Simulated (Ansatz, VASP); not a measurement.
# SnO2 in VASP and in Ansatz

File INCAR:

```
ALGO = Fast
EDIFF = 1E-6
ENCUT = 520
GGA = PE
ISIF = 2
ISMEAR = 0
LASPH = T
LCHARG = F
LREAL = Auto
LWAVE = F
NBANDS = 122
NELM = 100
PREC = Accurate
SIGMA = 0.02
```

File KPOINTS:

```
k-points
0
Gamma
  4 4 3
```

POSCAR

```
SnO2
1.0
    6.5907900000     -0.2033000000     -0.7666350000
   -0.1868780000      6.6579070000      0.3612350000
   -0.7728030000      0.3883810000      7.4161080000
Sn O
8 16
Direct
    0.5174722510      0.5864517224      0.4537850377
    0.2767844297      0.4209673208      0.8326553772
    0.7597895136      0.1780451907      0.7113179015
    0.4475907966      0.8586653014      0.9735638917
    0.0196361574      0.8180386849      0.4708667346
    0.4057997857      0.1370155812      0.2838715402
    0.9992473125      0.3358747098      0.3548610455
    0.8622264597      0.6509997680      0.9247651683
    0.4560324970      0.0224336336      0.5655730929
    0.1325404557      0.5164495615      0.5634787292
    0.5085571003      0.8458733511      0.2552060242
    0.3737370560      0.1517815077      0.9973264154
    0.7870061691      0.7077160681      0.6121622327
    0.3607886716      0.8152852986      0.5762497462
    0.9271490608      0.6247143087      0.2192448966
    0.6859589781      0.3186932603      0.3962062010
    0.5495440424      0.5801647607      0.9602759817
    0.9921185200      0.0981870013      0.5924727546
    0.5121119828      0.3682248773      0.6783017830
    0.0873173780      0.0596080583      0.2759212689
    0.7360544387      0.9447883072      0.9119965250
    0.1674993442      0.7172001906      0.8861703286
    0.9605789422      0.3637477168      0.8911857539
    0.2935062559      0.4189587706      0.2754226551
```

Input for Ansatz:

```yaml
crystal:
  lattice:
    - [6.59079, -0.2033, -0.766635]
    - [-0.186878, 6.657907, 0.361235]
    - [-0.772803, 0.388381, 7.416108]
  atoms:
    - { symbol: Sn, position: [0.517472251, 0.5864517224, 0.4537850377] }
    - { symbol: Sn, position: [0.2767844297, 0.4209673208, 0.8326553772] }
    - { symbol: Sn, position: [0.7597895136, 0.1780451907, 0.7113179015] }
    - { symbol: Sn, position: [0.4475907966, 0.8586653014, 0.9735638917] }
    - { symbol: Sn, position: [0.0196361574, 0.8180386849, 0.4708667346] }
    - { symbol: Sn, position: [0.4057997857, 0.1370155812, 0.2838715402] }
    - { symbol: Sn, position: [0.9992473125, 0.3358747098, 0.3548610455] }
    - { symbol: Sn, position: [0.8622264597, 0.650999768, 0.9247651683] }
    - { symbol: O, position: [0.456032497, 0.0224336336, 0.5655730929] }
    - { symbol: O, position: [0.1325404557, 0.5164495615, 0.5634787292] }
    - { symbol: O, position: [0.5085571003, 0.8458733511, 0.2552060242] }
    - { symbol: O, position: [0.373737056, 0.1517815077, 0.9973264154] }
    - { symbol: O, position: [0.7870061691, 0.7077160681, 0.6121622327] }
    - { symbol: O, position: [0.3607886716, 0.8152852986, 0.5762497462] }
    - { symbol: O, position: [0.9271490608, 0.6247143087, 0.2192448966] }
    - { symbol: O, position: [0.6859589781, 0.3186932603, 0.396206201] }
    - { symbol: O, position: [0.5495440424, 0.5801647607, 0.9602759817] }
    - { symbol: O, position: [0.99211852, 0.0981870013, 0.5924727546] }
    - { symbol: O, position: [0.5121119828, 0.3682248773, 0.678301783] }
    - { symbol: O, position: [0.087317378, 0.0596080583, 0.2759212689] }
    - { symbol: O, position: [0.7360544387, 0.9447883072, 0.911996525] }
    - { symbol: O, position: [0.1674993442, 0.7172001906, 0.8861703286] }
    - { symbol: O, position: [0.9605789422, 0.3637477168, 0.8911857539] }
    - { symbol: O, position: [0.2935062559, 0.4189587706, 0.2754226551] }
basis:
  ecutwfc: 420
kpoints:
  mp_grid: { grid: [4, 4, 3] }
hamiltonian:
  xc: pbe
scf:
  occupations: { method: gaussian, width: 0.02 }
  n_extra_bands: 12
output:
  forces: true
  stress: true
  eigenvalues: true
  populations: true
  dos:
    method: { smearing: { sigma: 0.1, scheme: gaussian } }
    projected: true
    de: 0.02
  write_density: true
  write_potential: true
  elf: true
  volumetric_format: npy
```

Alike in both runs: task single point; functional PBE; k mesh 4 × 4 × 3; occupations gaussian, width 0.02 eV; no spin polarisation.

```csv
,VASP,Ansatz
version,VASP 6.6.1,Ansatz 0.2.0
potentials or method,"VASP PAW PBE potentials, release 64 (Sn_d, O), cutoff 520 eV","scalar-relativistic, plane waves, PAW"
valence electrons in the cell,208,208
```

```tsv
	VASP	Ansatz	Ansatz less VASP
gap on the k mesh at the Fermi level (eV)	none	none	-
rms of the force components (eV/Å)	0.072	0.069	-0.0029
```

Atom by atom the forces differ by 0.034 eV/Å (rms over components). A gap of «none» marks a metal or a gap that the smearing closes.
